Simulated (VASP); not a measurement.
# Cs4Zn (I422) in VASP: a series of runs

Cs4Zn is run at these levels: PBE; tasks: single point, relaxation of cell and atoms.

All numbers are computed with VASP 6.6.1; they aren't measurements. Logs are shortened: lines on timing, memory, paths and dates and some standing lists are left out, and cuts for length are marked.

## Step 1: The cell of the first run

The structure is tetragonal, space group I422 (No. 97). The conventional cell has a = 6.202 Å, b = 6.202 Å, c = 6.894 Å, α = 90.00°, β = 90.00°, γ = 90.00°. Cs (site symmetry 2) has 2 Zn at 2.85 Å and 7 Cs at 3.19 to 3.65 Å within 3.8 Å. Within 3.8 Å of Zn (site symmetry 422) lie 8 Cs at 2.85 Å.

The cell was generated, and may not be a known phase.

## Step 2: Single point, PBE

Input file INCAR:

```
SYSTEM = Cs4Zn
PREC     = Accurate       ! precision mode
ENCUT    = 520            ! plane-wave cutoff, eV
EDIFF    = 1E-7           ! SCF threshold, eV
ISMEAR   = 0              ! smearing method
SIGMA    = 0.1            ! smearing width, eV
LREAL    = .FALSE.        ! projectors in reciprocal space
LASPH    = .TRUE.         ! aspherical terms in the spheres
NELM     = 100            ! most SCF steps
ALGO     = Normal         ! electronic algorithm
ISIF     = 2              ! what is computed and relaxed
LWAVE    = .FALSE.        ! write WAVECAR
LCHARG   = .TRUE.         ! write CHGCAR
GGA      = PE             ! functional
LELF     = .TRUE.         ! ELF
LVHAR    = .TRUE.       
NBANDS   = 32             ! bands
```

Input file KPOINTS:

```
Automatic mesh
0
G
  4 4 4
  0 0 0
```

Input file POSCAR:

```
Cs4Zn
1.0
   -3.1011432000      3.1011432000      3.4469418900
    3.1011432000     -3.1011432000      3.4469418900
    3.1011432000      3.1011432000     -3.4469418900
Cs Zn
4 1
Direct
    0.4318371600      0.9318371600      0.8636743200
    0.0681628400      0.5681628400      0.1363256800
    0.9318371600      0.0681628400      0.5000000000
    0.5681628400      0.4318371600      0.5000000000
    0.5000000000      0.5000000000      0.0000000000
```

Potentials or basis: VASP PAW PBE potentials, release 64 (Cs_sv, Zn).

The run is started by

```
> cat potpaw_PBE.64/Cs_sv/POTCAR potpaw_PBE.64/Zn/POTCAR > POTCAR
> mpirun -np 1 vasp_std > vasp.out
```

OUTCAR:

```text
SYSTEM = Cs4Zn
   PREC = Accurate
   ENCUT = 520
   EDIFF = 1E-7
   ISMEAR = 0
   LREAL = .FALSE.
   LASPH = .TRUE.
   NELM = 100
   ISIF = 2
   GGA = PE

 ion  position               nearest neighbor table
   1  0.432  0.932  0.864-   5 2.85   5 2.85
   2  0.068  0.568  0.136-   5 2.85   5 2.85
   3  0.932  0.068  0.500-   5 2.85   5 2.85
   4  0.568  0.432  0.500-   5 2.85   5 2.85
   5  0.500  0.500  0.000-   2 2.85   3 2.85   1 2.85   2 2.85   4 2.85   4 2.85   1 2.85   3 2.85

  LATTYP: Found a body centered tetragonal cell.
 ALAT       =     6.2022864000
 C/A-ratio  =     1.1115068437

  Lattice vectors:

 A1 = (  -3.1011432000,   3.1011432000,   3.4469418900)
 A2 = (   3.1011432000,  -3.1011432000,   3.4469418900)
 A3 = (   3.1011432000,   3.1011432000,  -3.4469418900)

Analysis of symmetry for initial positions (statically):
=====================================================================
 Subroutine PRICEL returns:
 Original cell was already a primitive cell.

 Routine SETGRP: Setting up the symmetry group for a
 body centered tetragonal supercell.

 Subroutine GETGRP returns: Found  8 space group operations
 (whereof  8 operations were pure point group operations)
 out of a pool of 16 trial point group operations.

The static configuration has the point symmetry D_4 .

Analysis of symmetry for dynamics (positions and initial velocities):
=====================================================================
 Subroutine PRICEL returns:
 Original cell was already a primitive cell.

 Routine SETGRP: Setting up the symmetry group for a
 body centered tetragonal supercell.

 Subroutine GETGRP returns: Found  8 space group operations
 (whereof  8 operations were pure point group operations)
 out of a pool of 16 trial point group operations.

The dynamic configuration has the point symmetry D_4 .

 Subroutine INISYM returns: Found  8 space group operations
 (whereof  8 operations are pure point group operations),
 and found     1 'primitive' translations

----------------------------------------------------------------------------------------

                                     Primitive cell

  volume of cell :     132.5982

  direct lattice vectors                    reciprocal lattice vectors
    -3.101143200  3.101143200  3.446941890     0.000000000  0.161230865  0.145056115
     3.101143200 -3.101143200  3.446941890     0.161230865  0.000000000  0.145056115
     3.101143200  3.101143200 -3.446941890     0.161230865  0.161230865  0.000000000

  length of vectors
     5.578134696  5.578134696  5.578134696     0.216879387  0.216879387  0.228014876

  position of ions in fractional coordinates (direct lattice)
     0.431837160  0.931837160  0.863674320
     0.068162840  0.568162840  0.136325680
     0.931837160  0.068162840  0.500000000
     0.568162840  0.431837160  0.500000000
     0.500000000  0.500000000  0.000000000

  ion indices of the primitive-cell ions
   primitive index   ion index
                 1           1
                 2           2
                 3           3
                 4           4
                 5           5

----------------------------------------------------------------------------------------

 KPOINTS: Automatic mesh

Automatic generation of k-mesh.
 Grid dimensions read from file:
 generate k-points for:    4    4    4

 Generating k-lattice:

  Cartesian coordinates                     Fractional coordinates (reciprocal lattice)
     0.000000000  0.040307716  0.036264029     0.250000000 -0.000000000  0.000000000
     0.040307716  0.000000000  0.036264029    -0.000000000  0.250000000  0.000000000
     0.040307716  0.040307716  0.000000000     0.000000000  0.000000000  0.250000000

  Length of vectors
     0.054219847  0.054219847  0.057003719

  Shift w.r.t. Gamma in fractional coordinates (k-lattice)
     0.000000000  0.000000000  0.000000000

 Subroutine IBZKPT returns following result:
 ===========================================

 Found     13 irreducible k-points:

 Following reciprocal coordinates:
            Coordinates               Weight
  0.000000  0.000000  0.000000      1.000000
  0.250000  0.000000 -0.000000      8.000000
  0.500000  0.000000 -0.000000      4.000000
  0.250000  0.250000 -0.000000      8.000000
  0.500000  0.250000 -0.000000     16.000000
 -0.250000  0.250000  0.000000      4.000000
  0.500000  0.500000 -0.000000      2.000000
  0.250000  0.250000  0.250000      2.000000
 -0.250000  0.250000  0.250000      4.000000
  0.500000  0.500000  0.250000      4.000000
 -0.250000  0.500000  0.250000      8.000000
 -0.250000 -0.250000  0.250000      2.000000
  0.500000  0.500000  0.500000      1.000000
   k-points           NKPTS =     13   k-points in BZ     NKDIM =     13   number of bands    NBANDS=     32
   number of dos      NEDOS =    301   number of ions     NIONS =      5
   total plane-waves  NPLWV =  74088
   dimension x,y,z NGX =    42 NGY =   42 NGZ =   42
   dimension x,y,z NGXF=    84 NGYF=   84 NGZF=   84
   ions per type =               4   1
   NGX,Y,Z   is equivalent  to a cutoff of  12.52, 12.52, 12.52 a.u.
   NGXF,Y,Z  is equivalent  to a cutoff of  25.03, 25.03, 25.03 a.u.
 SYSTEM =  Cs4Zn
   PREC   = accura    normal or accurate (medium, high low for compatibility)
   ISTART =      0    job   : 0-new  1-cont  2-samecut
   ICHARG =      2    charge: 1-file 2-atom 10-const
   ISPIN  =      1    spin polarized calculation?
   LNONCOLLINEAR =      F non collinear calculations
   LSORBIT =      F    spin-orbit coupling
   LASPH  =      T    aspherical Exc in radial PAW
   ENCUT  =  520.0 eV  38.22 Ry    6.18 a.u.  10.37 10.37 10.37*2*pi/ulx,y,z
   NELM   =    100;   NELMIN=  2; NELMDL= -5     # of ELM steps
   EDIFF  = 0.1E-06   stopping-criterion for ELM
   LREAL  =      F    real-space projection
   EDIFFG = 0.1E-05   stopping-criterion for IOM
   NSW    =      0    number of steps for IOM
   IBRION =     -1    ionic relax: 0-MD 1-quasi-New 2-CG
   NFREE  =      0    steps in history (QN), initial steepest desc. (CG)
   ISIF   =      2    stress and relaxation
   ISYM   =      2    0-nonsym 1-usesym 2-fastsym
   POTIM  = 0.5000    time-step for ionic-motion
   TEBEG  =    0.0;   TEEND  =   0.0 temperature during run
   PSTRESS=    0.0 pullay stress
   NELECT =      48.0000    total number of electrons
   NUPDOWN=      -1.0000    fix difference up-down
   EMIN   =  10.00;   EMAX   =-10.00  energy-range for DOS
   EFERMI =   0.00;   METHOD = LEGACY
   ISMEAR =     0;   SIGMA  =   0.10  broadening in eV -4-tet -1-fermi 0-gaus
   EFERMI_NEDOS =   21; number of points for ismear=-14 and -15
   IALGO  =     38    algorithm
   IMIX   =      4    mixing-type and parameters
     AMIX     =   0.40;   BMIX     =  1.00
     AMIX_MAG =   1.60;   BMIX_MAG =  1.00
  volume/ion in A,a.u.               =      26.52       178.96
  Fermi-wavevector in a.u.,A,eV,Ry     =   1.166745  2.204829 18.521536  1.361295
  Thomas-Fermi vector in A             =   2.303254
   LORBIT       =      0    0 simple, 1 ext, 2 COOP (PROOUT), +10 PAW based schemes
   GGA     = PE    functional components
   LHFCALC =     F    Hartree Fock is set to
   AEXX    =    0.0000 exact exchange contribution
   IVDW    =     0    specifies the selected vdW correction
   LEPSILON=     F    determine dielectric tensor
   LRPA    =     F    only Hartree local field effects (RPA)
 non-spin polarized calculation
 Gauss-broadening in eV      SIGMA  =   0.10
  energy-cutoff  :      520.00
  volume of cell :      132.60
 maximum number of plane-waves:      3596
 NGX is ok and might be reduce to    42
   NGX = 21   NGY = 21   NGZ = 21

 number of electron      48.0000019 magnetization

 Free energy of the ion-electron system (eV)
  ---------------------------------------------------
  ext. energy  EPLUGINS =         0.00000000
  ---------------------------------------------------
  free energy    TOTEN  =         5.12094712 eV

  energy without entropy =        5.13500402  energy(sigma->0) =        5.12797557

 E-fermi :   6.1791     XC(G=0): -10.4651

 val. band max:        6.1602580005   @ k =   0.5000   0.0000  -0.0000
 cond. band min:       6.1961417464   @ k =   0.5000   0.5000  -0.0000
 fundamental gap:      0.0358837459
 Fermi energy:         6.1791401993

 k-point     1 :       0.0000    0.0000    0.0000
  band No.  band energies     occupation
      1     -18.5790      2.00000
      2     -17.1459      2.00000
      3     -17.1459      2.00000
      4     -16.9852      2.00000
      5      -7.1410      2.00000
      6      -6.3288      2.00000
[... 24 lines left out ...]
     31       9.3851      0.00000
     32      10.3103      0.00000

 k-point     2 :       0.2500    0.0000   -0.0000
  band No.  band energies     occupation
      1     -18.3996      2.00000
      2     -17.4200      2.00000
      3     -17.1239      2.00000
      4     -16.9794      2.00000
      5      -7.1290      2.00000
      6      -6.5418      2.00000
[... 24 lines left out ...]
     31       9.4851      0.00000
     32      10.0329      0.00000

 k-point     3 :       0.5000    0.0000   -0.0000
  band No.  band energies     occupation
      1     -17.9465      2.00000
      2     -17.9326      2.00000
      3     -17.0573      2.00000
      4     -17.0530      2.00000
      5      -7.0544      2.00000
      6      -6.9204      2.00000
[... 24 lines left out ...]
     31       8.4455      0.00000
     32      10.7348      0.00000

 k-point     4 :       0.2500    0.2500   -0.0000
  band No.  band energies     occupation
      1     -18.1563      2.00000
      2     -17.5352      2.00000
      3     -17.3123      2.00000
      4     -16.9943      2.00000
      5      -7.0220      2.00000
      6      -6.4648      2.00000
[... 269 lines left out ...]
     31       8.7893      0.00000
     32       9.2375      0.00000

 k-point    12 :      -0.2500   -0.2500    0.2500
  band No.  band energies     occupation
      1     -18.3966      2.00000
      2     -17.2825      2.00000
      3     -17.2775      2.00000
      4     -16.9448      2.00000
      5      -7.2811      2.00000
      6      -6.8021      2.00000
[... 24 lines left out ...]
     31       9.2717      0.00000
     32       9.3852      0.00000

 k-point    13 :       0.5000    0.5000    0.5000
  band No.  band energies     occupation
      1     -18.1990      2.00000
      2     -17.4075      2.00000
      3     -17.4075      2.00000
      4     -16.9052      2.00000
      5      -7.3310      2.00000
      6      -7.2686      2.00000
[... 24 lines left out ...]
     31       8.8639      0.00000
     32       8.8639      0.00000

------------------------ aborting loop because EDIFF is reached ----------------------------------------

  FORCE on cell =-STRESS in cart. coord.  units (eV):
  Direction    XX          YY          ZZ          XY          YZ          ZX
  --------------------------------------------------------------------------------------
  -------------------------------------------------------------------------------------
  Total       25.2187826     25.2187826     15.6411058      0.0000000     -0.0000000      0.0000000
  in kB      304.7172960    304.7172960    188.9907026      0.0000000     -0.0000000      0.0000000
  external PRESSURE =     266.1417649 kB  Pullay stress =       0.0000000 kB

 VOLUME and BASIS-vectors are now :
 -----------------------------------------------------------------------------
  energy-cutoff  :      520.00
  volume of cell :      132.60
      direct lattice vectors                 reciprocal lattice vectors
    -3.101143200  3.101143200  3.446941890     0.000000000  0.161230865  0.145056115
     3.101143200 -3.101143200  3.446941890     0.161230865  0.000000000  0.145056115
     3.101143200  3.101143200 -3.446941890     0.161230865  0.161230865  0.000000000

 POSITION                                       TOTAL-FORCE (eV/Angst)
 -----------------------------------------------------------------------------------
      4.22895      1.12781      1.72347        -0.028468     -0.028468      0.000000
      1.97334     -1.12781      1.72347         0.028468      0.028468     -0.000000
     -1.12781      4.22895      1.72347         0.028468     -0.028468     -0.000000
      1.12781      1.97334      1.72347        -0.028468      0.028468      0.000000
      0.00000      0.00000      3.44694        -0.000000      0.000000     -0.000000
 -----------------------------------------------------------------------------------
    total drift:                               -0.000000      0.000000      0.000000

  FREE ENERGIE OF THE ION-ELECTRON SYSTEM (eV)
  ---------------------------------------------------
  free  energy   TOTEN  =         5.1209471215 eV

  energy  without entropy=        5.1350040232  energy(sigma->0) =        5.12797557
```

Run time: 69 s. Hardware: 1 thread of Intel Xeon Platinum 8375C at 2.90GHz (Ice Lake), shared host; peak memory 0.26 GiB.

What came out:

- Free energy: 5.1209 eV
- Pressure: 26.6 GPa
- Largest force: 0.040 eV/Å
- Band gap on the k mesh: zero (bands 24 and 25 overlap by 0.72 eV)

Forces on the atoms (eV/Å):
```
Cs  -0.028 -0.028  0.000
Cs   0.028  0.028  0.000
Cs   0.028 -0.028  0.000
Cs  -0.028  0.028  0.000
Zn   0.000  0.000  0.000
```

Caveat: the stress differs along the axes, from 19 to 30 GPa; spin-orbit coupling is left out, which moves the levels of the heavy elements.

## Step 3: Single point, PBE

This run uses another cell than the first one, of 80.24 Å³/atom.

Input file INCAR:

```
SYSTEM = Cs4Zn
PREC = Accurate
ENCUT = 520
EDIFF = 1E-7
ISMEAR = 0
SIGMA = 0.1
LREAL = .False.
LASPH = .True.
NELM = 100
ALGO = Fast
ISIF = 2
LWAVE = .False.
LCHARG = .True.
GGA = PE
LELF = .True.
LVHAR = .True.
NBANDS = 32
```

Input file KPOINTS:

```
Automatic mesh
0
Gamma
  4 4 4
  0 0 0
```

Input file POSCAR:

```
Cs4Zn
1.0
   -4.6950964919      4.6950964919      4.5500692356
    4.6950964919     -4.6950964919      4.5500692356
    4.6950964919      4.6950964919     -4.5500692356
Cs Zn
4 1
Direct
    0.4347100322      0.9347100322      0.8694200645
    0.0652899678      0.5652899678      0.1305799355
    0.9347100322      0.0652899678      0.5000000000
    0.5652899678      0.4347100322      0.5000000000
    0.5000000000      0.5000000000      0.0000000000
```

Potentials or basis: VASP PAW PBE potentials, release 64 (Cs_sv, Zn).

The run is started by

```
> cat potpaw_PBE.64/Cs_sv/POTCAR potpaw_PBE.64/Zn/POTCAR > POTCAR
> mpirun -np 1 vasp_std > vasp.out
```

Run time: 3.3 min. Hardware: 1 thread of Intel Xeon Platinum 8375C at 2.90GHz (Ice Lake), shared host; peak memory 0.54 GiB.

Results (log left out):

```
Free energy            : -4.0385 eV
Pressure               : 0.2 GPa
Largest force          : 0.004 eV/Å
Band gap on the k mesh : zero (bands 24 and 25 overlap by 0.92 eV)
```

Forces on the atoms (eV/Å):
```
Cs  -0.003 -0.003  0.000
Cs   0.003  0.003  0.000
Cs   0.003 -0.003  0.000
Cs  -0.003  0.003  0.000
Zn   0.000  0.000  0.000
```

Stress tensor (GPa, compression positive):
```
0.27 0.00 0.00
0.00 0.27 0.00
0.00 0.00 0.10
```

Levels at points of the mesh, in eV from the Fermi level:
```
           k point  band 22  band 23  band 24  band 25  band 26  band 27
(0.00, 0.00, 0.00)    -3.86    -1.08     0.45     0.57     0.71     0.71
(0.50, 0.00, 0.00)    -3.61    -0.82    -0.20     0.19     0.29     0.96
(0.50, 0.50, 0.00)    -3.61    -0.95     0.03     0.29     0.45     0.79
(0.50, 0.50, 0.50)    -3.39    -0.51    -0.47    -0.47     0.47     0.67
```

Caveat: spin-orbit coupling is left out, which moves the levels of the heavy elements.

## Step 4: Relaxation of cell and atoms, PBE

Input file INCAR:

```
SYSTEM = Cs4Zn
PREC = Accurate ; ENCUT = 600
EDIFF = 1E-6 ; ISMEAR = 0
SIGMA = 0.1 ; LREAL = .False.
LASPH = .True. ; NELM = 100
ALGO = Fast ; ISIF = 3
LWAVE = .False. ; LCHARG = .False.
GGA = PE ; IBRION = 2
NSW = 90 ; EDIFFG = -0.04
```

Input file KPOINTS:

```
regular mesh
0
Gamma
  4 4 4
  0 0 0
```

Input file POSCAR:

```
Cs4Zn
1.0
   -3.1011432000      3.1011432000      3.4469418900
    3.1011432000     -3.1011432000      3.4469418900
    3.1011432000      3.1011432000     -3.4469418900
Cs Zn
4 1
Direct
    0.4318371600      0.9318371600      0.8636743200
    0.0681628400      0.5681628400      0.1363256800
    0.9318371600      0.0681628400      0.5000000000
    0.5681628400      0.4318371600      0.5000000000
    0.5000000000      0.5000000000      0.0000000000
```

The run is started by

```
> cat potpaw_PBE.64/Cs_sv/POTCAR potpaw_PBE.64/Zn/POTCAR > POTCAR
> mpirun -np 1 vasp_std > vasp.out
```

It took 8.2 min on 1 thread of Intel Xeon Platinum 8375C at 2.90GHz (Ice Lake), shared host; peak memory 0.36 GiB.

The run converged. Its results:

* Free energy: -3.9628 eV
* Relaxed volume: 83.71 Å³/atom
* Relaxed cell: a = 8.164 Å, b = 8.164 Å, c = 8.164 Å, α = 108.49°, β = 108.49°, γ = 111.45°
* Space group after relaxing (to 0.1 Å): I422 (No. 97)
* Energy gained by relaxing: 1816.8 meV/atom
* Ionic steps: 4
* Pressure after relaxing: -0.1 GPa
* Largest force after relaxing: 0.018 eV/Å
* Band gap on the k mesh: zero (bands 24 and 25 overlap by 0.95 eV)

Forces in eV/Å, atoms in the order of the input:
```
Cs   0.012  0.012  0.000
Cs  -0.012 -0.012  0.000
Cs  -0.012  0.012  0.000
Cs   0.012 -0.012  0.000
Zn   0.000  0.000  0.000
```

The path:
| step | energy change (eV) | largest force (eV/Å) | pressure (GPa) | volume (Å³) |
| --- | --- | --- | --- | --- |
| 1 | 0.0000 | 0.0403 | 26.61 | 132.60 |
| 2 | -7.3181 | 0.0498 | 4.36 | 235.91 |
| 3 | -8.3967 | 0.0136 | 2.15 | 289.26 |
| 4 | -9.0839 | 0.0175 | -0.06 | 418.55 |

Final structure:
```xyz
5
Lattice="-4.7706 4.7706 4.5978 4.7706 -4.7706 4.5978 4.7706 4.7706 -4.5978" Properties=species:S:1:pos:R:3 pbc="T T T"
Cs    6.5014    1.7309    2.2989
Cs    3.0397   -1.7309    2.2989
Cs   -1.7309    6.5014    2.2989
Cs    1.7309    3.0397    2.2989
Zn    4.7706    4.7706    0.0000
```

Levels at points of the mesh, in eV from the Fermi level:
| k point | band 20 | band 21 | band 22 | band 23 | band 24 | band 25 | band 26 | band 27 | band 28 |
| --- | --- | --- | --- | --- | --- | --- | --- | --- | --- |
| (0.00, 0.00, 0.00) | -7.26 | -7.26 | -3.81 | -1.07 | 0.50 | 0.63 | 0.77 | 0.80 | 1.85 |
| (0.50, 0.00, 0.00) | -7.26 | -7.26 | -3.59 | -0.81 | -0.20 | 0.20 | 0.59 | 1.03 | 1.14 |
| (0.50, 0.50, 0.00) | -7.26 | -7.26 | -3.59 | -0.95 | 0.02 | 0.46 | 0.47 | 0.86 | 0.98 |
| (0.50, 0.50, 0.50) | -7.26 | -7.26 | -3.41 | -0.49 | -0.45 | -0.45 | 1.02 | 1.02 | 1.06 |

Caveat: the volume moved by over 15 % at a fixed basis, so the end points are rough; spin-orbit coupling is left out, which moves the levels of the heavy elements.

[end of part 1 of 2]

The gap in the log of VASP goes by the Fermi energy; the results here count the filled bands.